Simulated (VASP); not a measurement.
# Ir (Pm-3m) in VASP: a series of runs

Ir is run at these levels: PBEsol; tasks: single point.

Everything below comes from runs of VASP 6.6.1. Logs are shortened: lines on timing, memory, paths and dates and some standing lists are left out, and cuts for length are marked.

### 1 The cell of the first run

It takes space group Pm-3m (No. 221, cubic). The conventional cell has a = 2.543 Å, b = 2.543 Å, c = 2.543 Å, α = 90.00°, β = 90.00°, γ = 90.00°. Within 3.4 Å of Ir (site symmetry m-3m) lie 6 Ir at 2.54 Å.

### 2 Single point, PBEsol

INCAR reads:

```
PREC = Accurate
ENCUT = 520
EDIFF = 1E-7
ISMEAR = -1
SIGMA = 0.1
LREAL = F
LASPH = T
NELM = 100
ALGO = Normal
ISIF = 2
LWAVE = F
LCHARG = F
GGA = PS
NBANDS = 10
```

KPOINTS reads:

```
regular mesh
0
Gamma
  14 14 14
```

POSCAR reads:

```
Ir
1.0
    2.5425875197      0.0000000000      0.0000000000
    0.0000000000      2.5425875197      0.0000000000
    0.0000000000      0.0000000000      2.5425875197
Ir
1
Direct
    0.0000000000      0.0000000000      0.0000000000
```

Potentials or basis: VASP PAW PBE potentials, release 64 (Ir).

On the command line:

```sh
> cat potpaw_PBE.64/Ir/POTCAR > POTCAR
> mpirun -np 1 vasp_std > vasp.out
```

OUTCAR:

```text
PREC = Accurate
   ENCUT = 520
   EDIFF = 1E-7
   ISMEAR = -1
   LREAL = F
   LASPH = T
   NELM = 100
   ISIF = 2
   GGA = PS

 ion  position               nearest neighbor table
   1  0.000  0.000  0.000-

  LATTYP: Found a simple cubic cell.
 ALAT       =     2.5425875197

  Lattice vectors:

 A1 = (   2.5425875197,   0.0000000000,   0.0000000000)
 A2 = (   0.0000000000,   2.5425875197,   0.0000000000)
 A3 = (   0.0000000000,   0.0000000000,   2.5425875197)

Analysis of symmetry for initial positions (statically):
=====================================================================
 Subroutine PRICEL returns:
 Original cell was already a primitive cell.

 Routine SETGRP: Setting up the symmetry group for a
 simple cubic supercell.

 Subroutine GETGRP returns: Found 48 space group operations
 (whereof 48 operations were pure point group operations)
 out of a pool of 48 trial point group operations.

The static configuration has the point symmetry O_h .

Analysis of symmetry for dynamics (positions and initial velocities):
=====================================================================
 Subroutine PRICEL returns:
 Original cell was already a primitive cell.

 Routine SETGRP: Setting up the symmetry group for a
 simple cubic supercell.

 Subroutine GETGRP returns: Found 48 space group operations
 (whereof 48 operations were pure point group operations)
 out of a pool of 48 trial point group operations.

The dynamic configuration has the point symmetry O_h .

 Subroutine INISYM returns: Found 48 space group operations
 (whereof 48 operations are pure point group operations),
 and found     1 'primitive' translations

----------------------------------------------------------------------------------------

                                     Primitive cell

  volume of cell :      16.4372

  direct lattice vectors                    reciprocal lattice vectors
     2.542587520  0.000000000  0.000000000     0.393300129  0.000000000  0.000000000
     0.000000000  2.542587520  0.000000000     0.000000000  0.393300129  0.000000000
     0.000000000  0.000000000  2.542587520     0.000000000  0.000000000  0.393300129

  length of vectors
     2.542587520  2.542587520  2.542587520     0.393300129  0.393300129  0.393300129

  position of ions in fractional coordinates (direct lattice)
     0.000000000  0.000000000  0.000000000

  ion indices of the primitive-cell ions
   primitive index   ion index
                 1           1
[... 71 lines left out ...]
   NELM   =    100;   NELMIN=  2; NELMDL= -5     # of ELM steps
   EDIFF  = 0.1E-06   stopping-criterion for ELM
   LREAL  =      F    real-space projection
   EDIFFG = 0.1E-05   stopping-criterion for IOM
   NSW    =      0    number of steps for IOM
   IBRION =     -1    ionic relax: 0-MD 1-quasi-New 2-CG
   NFREE  =      0    steps in history (QN), initial steepest desc. (CG)
   ISIF   =      2    stress and relaxation
   ISYM   =      2    0-nonsym 1-usesym 2-fastsym
   POTIM  = 0.5000    time-step for ionic-motion
   TEBEG  =    0.0;   TEEND  =   0.0 temperature during run
   PSTRESS=    0.0 pullay stress
   NELECT =       9.0000    total number of electrons
   NUPDOWN=      -1.0000    fix difference up-down
   EMIN   =  10.00;   EMAX   =-10.00  energy-range for DOS
   EFERMI =   0.00;   METHOD = LEGACY
   ISMEAR =    -1;   SIGMA  =   0.10  broadening in eV -4-tet -1-fermi 0-gaus
   EFERMI_NEDOS =   21; number of points for ismear=-14 and -15
   IALGO  =     38    algorithm
   IMIX   =      4    mixing-type and parameters
     AMIX     =   0.40;   BMIX     =  1.00
     AMIX_MAG =   1.60;   BMIX_MAG =  1.00
  volume/ion in A,a.u.               =      16.44       110.92
  Fermi-wavevector in a.u.,A,eV,Ry     =   1.339306  2.530921 24.405315  1.793740
  Thomas-Fermi vector in A             =   2.467708
   LORBIT       =      0    0 simple, 1 ext, 2 COOP (PROOUT), +10 PAW based schemes
   GGA     = PS    functional components
   LHFCALC =     F    Hartree Fock is set to
   AEXX    =    0.0000 exact exchange contribution
   IVDW    =     0    specifies the selected vdW correction
   LEPSILON=     F    determine dielectric tensor
   LRPA    =     F    only Hartree local field effects (RPA)
 non-spin polarized calculation
  energy-cutoff  :      520.00
  volume of cell :       16.44
 maximum number of plane-waves:       466
 NGX is ok and might be reduce to    20
   NGX =  9   NGY =  9   NGZ =  9

 number of electron       9.0000001 magnetization

 Free energy of the ion-electron system (eV)
  ---------------------------------------------------
  ext. energy  EPLUGINS =         0.00000000
  ---------------------------------------------------
  free energy    TOTEN  =        -8.75682415 eV

  energy without entropy =       -8.71134905  energy(sigma->0) =       -8.73408660

 E-fermi :   7.7430     XC(G=0): -13.0758

 val. band max:        7.7266923944   @ k =   0.1429   0.1429   0.0714
 cond. band min:       7.7722667311   @ k =   0.3571   0.2857   0.0000
 fundamental gap:      0.0455743367
 Fermi energy:         7.7429737798

 k-point     1 :       0.0000    0.0000    0.0000
  band No.  band energies     occupation
      1      -1.7150      2.00000
      2       1.5030      2.00000
      3       1.5030      2.00000
      4       9.1096      0.00000
      5       9.1096      0.00000
      6       9.1096      0.00000
      7      23.4941      0.00000
      8      23.4941      0.00000
      9      23.4941      0.00000
     10      29.5328      0.00000
[... 287 lines left out ...]
 k-point    24 :       0.3571    0.2143    0.0000
  band No.  band energies     occupation
      1       1.6654      2.00000
      2       3.0969      2.00000
      3       4.4774      2.00000
      4       6.8519      1.99973
      5       7.4348      1.91227
      6       8.1675      0.02827
      7      16.2560      0.00000
      8      22.4442      0.00000
      9      26.3877      0.00000
     10      30.4903      0.00000

 [... further k-points ...]
[... 5 lines left out ...]
  --------------------------------------------------------------------------------------
  -------------------------------------------------------------------------------------
  Total       -0.0022050     -0.0022050     -0.0022050      0.0000000      0.0000000     -0.0000000
  in kB       -0.2149288     -0.2149288     -0.2149288      0.0000000      0.0000000     -0.0000000
  external PRESSURE =      -0.2149288 kB  Pullay stress =       0.0000000 kB

 VOLUME and BASIS-vectors are now :
 -----------------------------------------------------------------------------
  energy-cutoff  :      520.00
  volume of cell :       16.44
      direct lattice vectors                 reciprocal lattice vectors
     2.542587520  0.000000000  0.000000000     0.393300129  0.000000000  0.000000000
     0.000000000  2.542587520  0.000000000     0.000000000  0.393300129  0.000000000
     0.000000000  0.000000000  2.542587520     0.000000000  0.000000000  0.393300129

 POSITION                                       TOTAL-FORCE (eV/Angst)
 -----------------------------------------------------------------------------------
      0.00000      0.00000      0.00000         0.000000      0.000000      0.000000
 -----------------------------------------------------------------------------------
    total drift:                                0.000000     -0.000000     -0.000000

  FREE ENERGIE OF THE ION-ELECTRON SYSTEM (eV)
  ---------------------------------------------------
  free  energy   TOTEN  =        -8.7568241452 eV

  energy  without entropy=       -8.7113490518  energy(sigma->0) =       -8.73408660
```

OSZICAR:

```text
N       E                     dE             d eps       ncg     rms          rms(c)
DAV:   1     0.468951747434E+02    0.46895E+02   -0.42717E+03  2424   0.802E+02
DAV:   2    -0.830135172575E+01   -0.55197E+02   -0.52894E+02  2440   0.191E+02
DAV:   3    -0.921219868057E+01   -0.91085E+00   -0.90671E+00  2804   0.300E+01
DAV:   4    -0.922129820886E+01   -0.90995E-02   -0.90980E-02  2850   0.282E+00
DAV:   5    -0.922149074025E+01   -0.19253E-03   -0.19253E-03  2778   0.392E-01    0.124E+01
DAV:   6    -0.881666062265E+01    0.40483E+00   -0.86759E-01  2782   0.106E+01    0.509E+00
DAV:   7    -0.876239454546E+01    0.54266E-01   -0.16456E-01  3298   0.410E+00    0.158E+00
DAV:   8    -0.875930014347E+01    0.30944E-02   -0.90841E-03  2658   0.140E+00    0.106E+00
DAV:   9    -0.875681907854E+01    0.24811E-02   -0.10636E-03  2636   0.483E-01    0.245E-02
DAV:  10    -0.875682377989E+01   -0.47013E-05   -0.51118E-06  2792   0.191E-02    0.578E-03
DAV:  11    -0.875682409491E+01   -0.31503E-06   -0.28377E-07  2726   0.452E-03    0.136E-03
DAV:  12    -0.875682414517E+01   -0.50263E-07   -0.67539E-09  1496   0.942E-04
   1 F= -.87568241E+01 E0= -.87340866E+01  d E =-.454751E-01
```

stdout:

```text
POSCAR found type information on POSCAR Ir
 POSCAR found :  1 types and       1 ions
 scaLAPACK will be used
 -----------------------------------------------------------------------------
|                                                                             |
|                                                                             |
|     You enforced a specific xc type in the INCAR file but a different       |
|     I HOPE YOU KNOW WHAT YOU ARE DOING!                                     |
|                                                                             |
 -----------------------------------------------------------------------------

 LDA part: xc-table for (Slater+PW92), standard interpolation
 POSCAR, INCAR and KPOINTS ok, starting setup
 FFT: planning ... GRIDC
 FFT: planning ... GRID_SOFT
 FFT: planning ... GRID
 WAVECAR not read
 entering main loop
```

Run time: 12 s. Hardware: 1 thread of AMD EPYC 7R13 (Zen 3), shared host; peak memory 0.11 GiB.

What came out:

```
Free energy : -8.7568 eV
Pressure    : 0.0 GPa
```

Caveat: the PAW data sets were made with another functional, which shifts forces and pressure a little; spin-orbit coupling is left out, which moves the levels of the heavy elements.

### 3 Single point, PBEsol (volume scaled by 1.04)

INCAR reads:

```
  PREC = Accurate
  ENCUT = 520
  EDIFF = 1E-6
  ISMEAR = -1
  SIGMA = 0.1
  LREAL = F
  LASPH = T
  NELM = 80
  ALGO = Normal
  ISIF = 2
  LWAVE = F
  LCHARG = F
  GGA = PS
  NBANDS = 10
```

KPOINTS is that of step 2.

POSCAR reads:

```
Ir
1.0
    2.5760464557      0.0000000000      0.0000000000
    0.0000000000      2.5760464557      0.0000000000
    0.0000000000      0.0000000000      2.5760464557
Ir
1
Direct
    0.0000000000      0.0000000000      0.0000000000
```

Potentials or basis: VASP PAW PBE potentials, release 64 (Ir).

On the command line:

```sh
> cat potpaw_PBE.64/Ir/POTCAR > POTCAR
> mpirun -np 1 vasp_std > vasp.out
```

OUTCAR:

```text
PREC = Accurate
   ENCUT = 520
   EDIFF = 1E-6
   ISMEAR = -1
   LREAL = F
   LASPH = T
   NELM = 80
   ISIF = 2
   GGA = PS

 ion  position               nearest neighbor table
   1  0.000  0.000  0.000-

  LATTYP: Found a simple cubic cell.
 ALAT       =     2.5760464557

  Lattice vectors:

 A1 = (   2.5760464557,   0.0000000000,   0.0000000000)
 A2 = (   0.0000000000,   2.5760464557,   0.0000000000)
 A3 = (   0.0000000000,   0.0000000000,   2.5760464557)

Analysis of symmetry for initial positions (statically):
=====================================================================
 Subroutine PRICEL returns:
 Original cell was already a primitive cell.

 Routine SETGRP: Setting up the symmetry group for a
 simple cubic supercell.

 Subroutine GETGRP returns: Found 48 space group operations
 (whereof 48 operations were pure point group operations)
 out of a pool of 48 trial point group operations.

The static configuration has the point symmetry O_h .

Analysis of symmetry for dynamics (positions and initial velocities):
=====================================================================
 Subroutine PRICEL returns:
[... 155 lines left out ...]
 E-fermi :   7.1767     XC(G=0): -12.8554

 val. band max:        7.1631712566   @ k =   0.1429   0.1429   0.0714
 cond. band min:       7.2129250091   @ k =   0.3571   0.2857   0.0000
 fundamental gap:      0.0497537525
 Fermi energy:         7.1766934104

 k-point     1 :       0.0000    0.0000    0.0000
  band No.  band energies     occupation
      1      -1.9294      2.00000
      2       1.2712      2.00000
      3       1.2712      2.00000
      4       8.4463      0.00001
      5       8.4463      0.00001
      6       8.4463      0.00001
      7      22.6657      0.00000
      8      22.6657      0.00000
      9      22.6657      0.00000
     10      28.5007      0.00000
[... 287 lines left out ...]
 k-point    24 :       0.3571    0.2143    0.0000
  band No.  band energies     occupation
      1       1.3709      2.00000
      2       2.7894      2.00000
      3       4.0828      2.00000
      4       6.3393      1.99954
      5       6.8916      1.89077
      6       7.5691      0.03874
      7      15.4316      0.00000
      8      21.5532      0.00000
      9      25.6047      0.00000
     10      29.4177      0.00000

 [... further k-points ...]
[... 5 lines left out ...]
  --------------------------------------------------------------------------------------
  -------------------------------------------------------------------------------------
  Total       -1.0478135     -1.0478135     -1.0478135     -0.0000000     -0.0000000      0.0000000
  in kB      -98.2049741    -98.2049741    -98.2049741     -0.0000000     -0.0000000      0.0000000
  external PRESSURE =     -98.2049741 kB  Pullay stress =       0.0000000 kB

 VOLUME and BASIS-vectors are now :
 -----------------------------------------------------------------------------
  energy-cutoff  :      520.00
  volume of cell :       17.09
      direct lattice vectors                 reciprocal lattice vectors
     2.576046456  0.000000000  0.000000000     0.388191757  0.000000000  0.000000000
     0.000000000  2.576046456  0.000000000     0.000000000  0.388191757  0.000000000
     0.000000000  0.000000000  2.576046456     0.000000000  0.000000000  0.388191757

 POSITION                                       TOTAL-FORCE (eV/Angst)
 -----------------------------------------------------------------------------------
      0.00000      0.00000      0.00000         0.000000      0.000000      0.000000
 -----------------------------------------------------------------------------------
    total drift:                               -0.000000     -0.000000     -0.000000

  FREE ENERGIE OF THE ION-ELECTRON SYSTEM (eV)
  ---------------------------------------------------
  free  energy   TOTEN  =        -8.7360457700 eV

  energy  without entropy=       -8.6876695363  energy(sigma->0) =       -8.71185765
```

stdout:

```text
POSCAR found type information on POSCAR Ir
 POSCAR found :  1 types and       1 ions
 scaLAPACK will be used
 -----------------------------------------------------------------------------
|                                                                             |
|                                                                             |
|     You enforced a specific xc type in the INCAR file but a different       |
|     I HOPE YOU KNOW WHAT YOU ARE DOING!                                     |
|                                                                             |
 -----------------------------------------------------------------------------

 LDA part: xc-table for (Slater+PW92), standard interpolation
 POSCAR, INCAR and KPOINTS ok, starting setup
 FFT: planning ... GRIDC
 FFT: planning ... GRID_SOFT
 FFT: planning ... GRID
 WAVECAR not read
 entering main loop
```

Run time: 11 s. Hardware: 1 thread of AMD EPYC 7R13 (Zen 3), shared host; peak memory 0.11 GiB.

What came out:

```yaml
Free_energy: -8.7360 eV
Pressure: -9.8 GPa
```

Caveat: the PAW data sets were made with another functional, which shifts forces and pressure a little; spin-orbit coupling is left out, which moves the levels of the heavy elements.
